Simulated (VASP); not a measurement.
Crystal: BaO3.

```
CELL_PARAMETERS angstrom
3.89155 0.00000 0.00000
0.00000 3.89155 0.00000
0.00000 0.00000 3.89155
ATOMIC_POSITIONS crystal
Ba 0.00000 0.00000 0.00000
O 0.00000 0.50000 0.50000
O 0.50000 0.00000 0.50000
O 0.50000 0.50000 0.00000
```

| Quantity | Value |
| --- | --- |
| Program | VASP 6.6.1 |
| Task | relaxation of cell and atoms |
| Functional | PBE |
| Potentials or basis | VASP PAW PBE potentials, release 64 (Ba_sv, O) |
| Cutoff | 600 eV |
| k mesh | 4 × 4 × 4 |
| Occupations | gaussian, width 0.1 eV |
| Spin | collinear spin, ferromagnetic start |
| Starting moments | [0.0, 1.46, 1.46, 1.46] μB |

At the start: pressure 7.0 GPa; volume 14.73 Å³/atom.

How do energy, volume and symmetry change on relaxing?

Over 3 steps the energy falls by 31.0 meV/atom and the volume is 16.29 Å³/atom (+10.6 %); space group Pm-3m (No. 221, to 0.05 Å); moment 4.00 μB per cell.

Step by step:
| step | energy change (eV) | largest force (eV/Å) | pressure (GPa) | volume (Å³) |
| --- | --- | --- | --- | --- |
| 1 | 0.0000 | 0.0000 | 7.04 | 58.93 |
| 2 | -0.1235 | 0.0000 | 0.45 | 64.63 |
| 3 | -0.1242 | 0.0000 | -0.04 | 65.17 |

Final structure:
```yaml
crystal:
  lattice:
    - [4.02420, 0.00000, 0.00000]
    - [0.00000, 4.02420, 0.00000]
    - [0.00000, 0.00000, 4.02420]
  atoms:
    - { symbol: Ba, position: [0.00000, 0.00000, 0.00000] }
    - { symbol: O, position: [0.00000, 0.50000, 0.50000] }
    - { symbol: O, position: [0.50000, 0.00000, 0.50000] }
    - { symbol: O, position: [0.50000, 0.50000, 0.00000] }
```

Caveat: the k points lie up to 0.39 Å⁻¹ apart in the final cell.
